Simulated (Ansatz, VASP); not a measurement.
# Two plane-wave programs on Bi

```
CELL_PARAMETERS angstrom
0.00000 2.49772 2.49772
2.49772 0.00000 2.49772
2.49772 2.49772 0.00000
ATOMIC_POSITIONS crystal
Bi 0.00000 0.00000 0.00000
```

Alike in both runs: task single point; functional PBE; k mesh 4 × 4 × 4; occupations fermi-dirac, width 0.15 eV; non-collinear spin, spin-orbit coupling.

|  | VASP | Ansatz |
| --- | --- | --- |
| version | VASP 6.6.1 | Ansatz 0.2.0 development build |
| potentials or method | VASP PAW PBE potentials, release 64 (Bi_d) | plane waves, PAW datasets (hand-made set) |
| plane-wave cutoff (eV) | 500 | 500 |
| valence electrons in the cell | 15 | 23 |

|  | VASP | Ansatz | Ansatz less VASP |
| --- | --- | --- | --- |
| net moment per atom (μB) | 0.00 | 0.00 | 0.000 |

With one functional, cell and mesh, what is left measures potentials, basis and numerics. VASP's potentials hold 15 valence electrons a cell and Ansatz's 23, so a difference there can come from the potentials and not from the codes. Ansatz's warnings: stress scf threshold loose.

The k mesh is coarse, so the values compare programs but aren't converged.
